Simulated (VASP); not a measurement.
Runs of VASP 6.6.1 on Ge. The structure is that of space group Fd-3m (No. 227), or close to it. The cells are those of the table. 

```tsv
cell	gap on the mesh (eV)	pressure (GPa)
a = 3.972, b = 3.972, c = 3.880 Å, angles 60.8, 60.8, 58.5°, 2 atoms	0.16	7.5
a = 3.971, b = 3.971, c = 4.000 Å, angles 59.8, 59.8, 60.5°, 2 atoms	0.10	(a)
a = 3.971, b = 3.971, c = 3.940 Å, angles 60.3, 60.3, 59.5°, 2 atoms	0.23	6.1
a = 3.911, b = 3.911, c = 3.940 Å, angles 59.7, 59.7, 60.5°, 2 atoms	0.29	8.9
a = 3.941, b = 3.941, c = 3.880 Å, angles 60.5, 60.5, 59.0°, 2 atoms	(b)	8.9
```

Alike in all rows: task single point; level PBE; potentials or basis VASP PAW PBE potentials, release 64 (Ge_d); no spin polarisation; k mesh 14 × 14 × 14; cutoff (eV) 520; smearing gaussian 0.15 eV.

Q: Fill in the values left out.

A: (a) 4.8; (b) 0.27.

Caveats: the cell stands under pressure.

A k mesh can miss the band edges, and the runs leave out spin-orbit coupling on Ge.
